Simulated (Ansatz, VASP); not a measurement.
## Two plane-wave programs on Al

Contents of POSCAR:

```
Al
1.0
    0.0000000000      1.9966927595      1.9966927595
    1.9966927595      0.0000000000      1.9966927595
    1.9966927595      1.9966927595      0.0000000000
Al
1
Direct
    0.0000000000      0.0000000000      0.0000000000
```

The input INCAR.step1:

```
SYSTEM = Al
PREC = Accurate
ENCUT = 520
ISMEAR = 1
SIGMA = 0.6
LREAL = .False.
LASPH = .True.
NELM = 80
NBANDS = 8
GGA = PE
ALGO = Normal
EDIFF = 1E-4
LWAVE = .True.
LCHARG = .False.
```

Contents of INCAR.step2:

```
SYSTEM = Al
PREC = Accurate
ENCUT = 520
EDIFF = 1E-6
ISMEAR = 1
SIGMA = 0.6
LREAL = .False.
LASPH = .True.
NELM = 80
ALGO = Normal
ISIF = 2
LWAVE = .False.
LCHARG = .False.
METAGGA = R2SCAN
LMIXTAU = .True.
NBANDS = 8
ISTART = 1
```

File KPOINTS:

```
Automatic mesh
0
Gamma
  14 14 14
  0 0 0
```

Input for Ansatz:

```yaml
crystal:
  lattice:
    - [0.0, 1.9966927595, 1.9966927595]
    - [1.9966927595, 0.0, 1.9966927595]
    - [1.9966927595, 1.9966927595, 0.0]
  atoms:
    - { symbol: Al, position: [0.0, 0.0, 0.0] }
hamiltonian:
  xc: r2scan
  pseudopotentials:
    kind: paw
    azcp:
      Al: "pseudopotentials/Al.paw.azcp"
basis:
  ecutwfc: 500
  fft_grid_basis: typed
kpoints:
  mp_grid: { grid: [14, 14, 14], shift: [0, 0, 0] }
magnetization:
  spin_polarized: false
scf:
  occupations: { method: cold, width: 0.6 }
  lower_state_search: "off"
output:
  stress: true
```

Alike in both runs: task single point; functional r2SCAN; k mesh 14 × 14 × 14; no spin polarisation.

|  | VASP | Ansatz |
| --- | --- | --- |
| version | VASP 6.6.1 | Ansatz 0.2.0 |
| potentials or method | VASP PAW PBE potentials, release 64 (Al), cutoff 520 eV | plane waves (500 eV) with PAW, scalar-relativistic |
| occupations | methfessel-paxton of order 1, width 0.6 eV | cold, width 0.6 eV |
| valence electrons in the cell | 3 | 3 |

|  | VASP | Ansatz | Ansatz less VASP |
| --- | --- | --- | --- |
| pressure (GPa) | -0.4 | 0.0 | +0.40 |

VASP's potentials were made for PBE, not for r2SCAN.
